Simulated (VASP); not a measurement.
A run of VASP 6.6.1 is set up as follows.

Contents of INCAR:

```
SYSTEM = Ta
PREC = Accurate ; ENCUT = 500
EDIFF = 1E-6 ; ISMEAR = 0
SIGMA = 0.05 ; LREAL = .False.
LASPH = .True. ; NELM = 120
ALGO = Normal ; ISIF = 2
LWAVE = .False. ; LCHARG = .False.
GGA = PE ; NBANDS = 18
GGA_COMPAT = .False.
```

The input KPOINTS:

```
Automatic mesh
0
Gamma
  8 8 4
  0 0 0
```

Contents of POSCAR:

```
Ta
1.0
    2.9008443087      0.0000000000      0.0000000000
   -1.4504221543      2.5122048638      0.0000000000
    0.0000000000      0.0000000000      5.1396264743
Ta
2
Direct
    0.3333333333      0.6666666667      0.7500000000
    0.6666666667      0.3333333333      0.2500000000
```

Potentials or basis: VASP PAW PBE potentials, release 64 (Ta_pv).

The run is started by

```sh
$ cat potpaw_PBE.64/Ta_pv/POTCAR > POTCAR
$ mpirun -np 1 vasp_std > vasp.out
```

**Question.** Estimate the pressure.

**Answer.** 0.1 GPa.

**Question.** What does it give for the band gap on the k mesh?

**Answer.** Zero (band 11 reaches 7.08 eV, above the bottom of band 12 at 4.92 eV).

Caveat: spin-orbit coupling is left out, which moves the levels of the heavy elements.
